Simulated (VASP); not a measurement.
# BaTiO3 (P4mm) in VASP: notebook, part 2 of 3

VASP 6.6.1. Earlier steps stand in the parts before.

### 3 Single point, PBE

This run uses another cell than the first one, of 13.34 Å³/atom, 0.915 times its volume.

Input file INCAR:

```
PREC = Accurate ; ENCUT = 520
EDIFF = 1E-7 ; ISMEAR = 0
SIGMA = 0.02 ; LREAL = False
LASPH = True ; NELM = 80
ALGO = Normal ; ISIF = 2
LWAVE = False ; LCHARG = True
GGA = PE ; LELF = True
LVHAR = True ; NBANDS = 28
```

Input file KPOINTS:

```
regular mesh
0
Gamma
  8 8 8
```

Input file POSCAR:

```
BaTiO3
1.0
    3.9854497891      0.0000000000      0.0000000000
    0.0000000000      3.9854497891      0.0000000000
    0.0000000000      0.0000000000      4.2004826453
Ba Ti O
1 1 3
Direct
    0.5000000000      0.5000000000      0.5912757133
    0.0000000000      0.0000000000      0.1084227178
    0.0000000000      0.5000000000      0.0602445512
    0.5000000000      0.0000000000      0.0602445512
    0.0000000000      0.0000000000      0.5398094565
```

Potentials or basis: VASP PAW PBE potentials, release 64 (Ba_sv, Ti_sv, O).

Command:

```
$ cat potpaw_PBE.64/Ba_sv/POTCAR potpaw_PBE.64/Ti_sv/POTCAR potpaw_PBE.64/O/POTCAR > POTCAR
$ mpirun -np 1 vasp_std > vasp.out
```

Run time: 2.5 min. Hardware: 1 thread of Intel Xeon 6975P-C, shared host; peak memory 0.28 GiB.

Results (log left out):

| Property | Result |
| --- | --- |
| Free energy | -40.0402 eV |
| Pressure | 1.6 GPa |
| Largest force | 0.083 eV/Å |
| Band gap on the k mesh | 1.79 eV, indirect (least direct gap 2.35 eV) |

Forces in eV/Å, atoms in the order of the input:
```
Ba   0.000  0.000 -0.050
Ti   0.000  0.000 -0.082
O    0.000  0.000  0.024
O    0.000  0.000  0.024
O    0.000  0.000  0.083
```

Stress tensor (GPa, compression positive):
```
1.58 0.00 0.00
0.00 1.58 0.00
0.00 0.00 1.66
```

Levels at points of the mesh, in eV from the valence-band top:
```tsv
k point	band 17	band 18	band 19	band 20	band 21	band 22	band 23	band 24
(0.00, 0.00, 0.00)	-1.33	-0.93	-0.57	-0.57	1.79	2.43	2.43	4.00
(0.50, 0.00, 0.00)	-1.97	-1.72	-1.59	-1.34	2.51	3.42	3.53	4.08
(0.50, 0.50, 0.00)	-2.04	-1.17	-1.17	-0.06	3.56	3.56	3.90	4.09
(0.00, 0.00, 0.50)	-2.07	-2.00	-0.74	-0.74	1.91	3.43	3.43	4.01
(0.50, 0.00, 0.50)	-1.86	-1.18	-1.09	-0.52	3.45	3.47	3.70	4.77
(0.50, 0.50, 0.50)	-2.64	-0.46	-0.46	0.00	3.95	3.95	4.06	5.93
```

Caveat: spin-orbit coupling is left out, which moves the levels of the heavy elements.

### 4 Relaxation of cell and atoms, PBE

This run uses another cell than the first one, of 13.07 Å³/atom, 0.896 times its volume.

Input file INCAR:

```
ALGO = Normal
EDIFF = 1E-6
EDIFFG = -0.005
ENCUT = 600
GGA = PE
IBRION = 2
ISIF = 3
ISMEAR = 0
LASPH = T
LCHARG = F
LREAL = F
LWAVE = F
NELM = 100
NSW = 100
PREC = Accurate
SIGMA = 0.02
```

Input file KPOINTS:

```
k-points
0
Gamma
  8 8 8
```

Input file POSCAR:

```
BaTiO3
1.0
    3.9903792100      0.0000000000      0.0000000000
    0.0000000000      3.9903792100      0.0000000000
    0.0000000000      0.0000000000      4.1026553900
Ba Ti O
1 1 3
Direct
    0.5000000000      0.5000000000      0.5825414600
    0.0000000000      0.0000000000      0.1000427000
    0.0000000000      0.5000000000      0.0642205400
    0.5000000000      0.0000000000      0.0642205400
    0.0000000000      0.0000000000      0.5489717500
```

Potentials or basis: VASP PAW PBE potentials, release 64 (Ba_sv, Ti_sv, O).

Command:

```
$ cat potpaw_PBE.64/Ba_sv/POTCAR potpaw_PBE.64/Ti_sv/POTCAR potpaw_PBE.64/O/POTCAR > POTCAR
$ mpirun -np 1 vasp_std > vasp.out
```

OUTCAR:

```text
EDIFF = 1E-6
   EDIFFG = -0.005
   ENCUT = 600
   GGA = PE
   IBRION = 2
   ISIF = 3
   ISMEAR = 0
   LASPH = T
   LREAL = F
   NELM = 100
   NSW = 100
   PREC = Accurate

 ion  position               nearest neighbor table
   1  0.500  0.500  0.583-   3 2.81   4 2.81   4 2.81   3 2.81   5 2.82   5 2.82   5 2.82   5 2.82
                             3 2.92   4 2.92   3 2.92   4 2.92   2 3.45   2 3.45   2 3.45   2 3.45
   2  0.000  0.000  0.100-   5 1.84   4 2.00   3 2.00   3 2.00   4 2.00   5 2.26   1 3.45   1 3.45
                             1 3.45   1 3.45   1 3.53   1 3.53   1 3.53   1 3.53
   3  0.000  0.500  0.064-   2 2.00   2 2.00   1 2.81   1 2.81   1 2.92   1 2.92
   4  0.500  0.000  0.064-   2 2.00   2 2.00   1 2.81   1 2.81   1 2.92   1 2.92
   5  0.000  0.000  0.549-   2 1.84   2 2.26   1 2.82   1 2.82   1 2.82   1 2.82

  LATTYP: Found a simple tetragonal cell.
 ALAT       =     3.9903792100
 C/A-ratio  =     1.0281367194

  Lattice vectors:

 A1 = (   3.9903792100,   0.0000000000,   0.0000000000)
 A2 = (   0.0000000000,   3.9903792100,   0.0000000000)
 A3 = (   0.0000000000,   0.0000000000,   4.1026553900)

Analysis of symmetry for initial positions (statically):
=====================================================================
 Subroutine PRICEL returns:
 Original cell was already a primitive cell.

 Routine SETGRP: Setting up the symmetry group for a
 simple tetragonal supercell.
[... 284 lines left out ...]
  FREE ENERGIE OF THE ION-ELECTRON SYSTEM (eV)
  ---------------------------------------------------
  free  energy   TOTEN  =       -40.0388356327 eV

  energy  without entropy=      -40.0388356327  energy(sigma->0) =      -40.03883563

[... ionic steps 4 to 23 ...]

--------------------------------------- Ionic step       24  -------------------------------------------

 number of electron      39.9999992 magnetization

------------------------ aborting loop because EDIFF is reached ----------------------------------------
[... 73 lines left out ...]
--------------------------------------- Ionic step       26  -------------------------------------------

 number of electron      39.9999992 magnetization

 Free energy of the ion-electron system (eV)
  ---------------------------------------------------
  ext. energy  EPLUGINS =         0.00000000
  ---------------------------------------------------
  free energy    TOTEN  =       -40.04748710 eV

  energy without entropy =      -40.04748710  energy(sigma->0) =      -40.04748710

 E-fermi :   3.7730     XC(G=0): -10.9693

 val. band max:        3.6800150728   @ k =   0.5000   0.5000   0.5000
 cond. band min:       5.4480377666   @ k =   0.0000   0.0000   0.0000
 fundamental gap:      1.7680226938
 Fermi energy:         3.7729954285

 k-point     1 :       0.0000    0.0000    0.0000
  band No.  band energies     occupation
      1     -53.0106      2.00000
      2     -29.3429      2.00000
      3     -29.2036      2.00000
      4     -29.2036      2.00000
      5     -21.5521      2.00000
      6     -13.3224      2.00000
[... 637 lines left out ...]
     23       7.1768      0.00000
     24       8.1624      0.00000

 [... further k-points ...]
[... 5 lines left out ...]
  --------------------------------------------------------------------------------------
  -------------------------------------------------------------------------------------
  Total       -0.0022563     -0.0022563      0.0128884      0.0000000      0.0000000      0.0000000
  in kB       -0.0536219     -0.0536219      0.3062974      0.0000000      0.0000000      0.0000000
  external PRESSURE =       0.0663512 kB  Pullay stress =       0.0000000 kB
[... 20 lines left out ...]
  FREE ENERGIE OF THE ION-ELECTRON SYSTEM (eV)
  ---------------------------------------------------
  free  energy   TOTEN  =       -40.0474871025 eV

  energy  without entropy=      -40.0474871025  energy(sigma->0) =      -40.04748710

 reached required accuracy - stopping structural energy minimisation
```

OSZICAR:

```text
N       E                     dE             d eps       ncg     rms          rms(c)
DAV:   1     0.476723897102E+03    0.47672E+03   -0.21683E+04  3600   0.195E+03
DAV:   2     0.846034093804E+01   -0.46826E+03   -0.46027E+03  4200   0.508E+02
DAV:   3    -0.487271032166E+02   -0.57187E+02   -0.55646E+02  5288   0.160E+02
[... 206 lines left out ...]
DAV:   1    -0.400475094700E+02   -0.25547E-04   -0.44207E-03  3616   0.633E-01    0.432E-02
DAV:   2    -0.400474960647E+02    0.13405E-04   -0.23255E-04  4088   0.130E-01    0.210E-02
DAV:   3    -0.400474891736E+02    0.68911E-05   -0.42224E-05  5008   0.422E-02    0.101E-02
DAV:   4    -0.400474874871E+02    0.16864E-05   -0.95219E-06  5032   0.250E-02    0.531E-03
DAV:   5    -0.400474871025E+02    0.38465E-06   -0.13815E-06  2576   0.107E-02
  26 F= -.40047487E+02 E0= -.40047487E+02  d E =-.314545E-05
```

CONTCAR:

```text
BaTiO3
   1.00000000000000
     3.9961998424033984    0.0000000000000000    0.0000000000000000
     0.0000000000000000    3.9961998424033984   -0.0000000000000000
     0.0000000000000000   -0.0000000000000000    4.2215563426445168
  Ba              Ti              O
     1     1     3
Direct
     0.5000000000000000    0.5000000000000000    0.5900361906592004
     0.0000000000000000    0.0000000000000000    0.1087923140508512
     1.0000000000000000    0.5000000000000000    0.0611129562312596
     0.5000000000000000    0.0000000000000000    0.0611129562312596
     0.0000000000000000    0.0000000000000000    0.5389425728274350

  0.00000000E+00  0.00000000E+00  0.00000000E+00
  0.00000000E+00  0.00000000E+00  0.00000000E+00
  0.00000000E+00  0.00000000E+00  0.00000000E+00
  0.00000000E+00  0.00000000E+00  0.00000000E+00
  0.00000000E+00  0.00000000E+00  0.00000000E+00
```

Run time: 21 min. Hardware: 1 thread of Intel Xeon 6975P-C, shared host; peak memory 0.32 GiB.

Results:

```yaml
Free_energy: -40.0475 eV
Relaxed_volume: 13.48 Å³/atom
Relaxed_cell: a = 3.996 Å, b = 3.996 Å, c = 4.222 Å, α = 90.00°, β = 90.00°, γ = 90.00°
Space_group_after_relaxing_to_0.05_Å: P4mm (No. 99)
Energy_gained_by_relaxing: 3.9 meV/atom
Ionic_steps: 26
Pressure_after_relaxing: 0.0 GPa
Largest_force_after_relaxing: 0.003 eV/Å
Band_gap_on_the_k_mesh: 1.77 eV, indirect (least direct gap 2.34 eV)
```

Forces on the atoms (eV/Å):
```
Ba   0.000  0.000  0.000
Ti   0.000  0.000  0.003
O    0.000  0.000 -0.002
O    0.000  0.000 -0.002
O    0.000  0.000  0.001
```

The path:
```tsv
step	energy change (eV)	largest force (eV/Å)	pressure (GPa)	volume (Å³)
1	0.0000	0.0546	2.94	65.33
2	-0.0028	0.3534	-2.43	67.62
3	-0.0110	0.1909	-0.05	66.54
4	-0.0134	0.0816	0.00	66.69
5	-0.0140	0.0609	0.05	66.81
6	-0.0158	0.0646	-0.02	66.95
7	-0.0186	0.0806	-0.13	67.34
8	-0.0188	0.0862	-0.15	67.45
9	-0.0193	0.0409	0.05	67.29
10	-0.0193	0.0452	0.04	67.31
11	-0.0195	0.0170	0.10	67.29
12	-0.0196	0.0165	0.13	67.29
13	-0.0195	0.0310	-0.21	67.43
14	-0.0196	0.0146	-0.02	67.35
15	-0.0196	0.0060	0.00	67.35
16	-0.0196	0.0106	0.02	67.36
17	-0.0197	0.0142	0.02	67.38
18	-0.0196	0.0233	-0.06	67.45
19	-0.0197	0.0203	-0.07	67.43
20	-0.0197	0.0169	-0.05	67.41
21	-0.0197	0.0162	-0.01	67.39
22	-0.0197	0.0097	0.03	67.40
23	-0.0197	0.0073	0.01	67.40
24	-0.0197	0.0070	0.02	67.40
25	-0.0197	0.0069	0.02	67.40
26	-0.0197	0.0033	0.01	67.42
```

Final structure:
```
Ba Ti O
1.0
     3.99620    0.00000    0.00000
     0.00000    3.99620    0.00000
     0.00000    0.00000    4.22156
Ba Ti O
1 1 3
Cartesian
  1.9981 1.9981 2.4909
  0.0000 0.0000 0.4593
  3.9962 1.9981 0.2580
  1.9981 0.0000 0.2580
  0.0000 0.0000 2.2752
```

Caveat: spin-orbit coupling is left out, which moves the levels of the heavy elements.

[end of part 2 of 3]
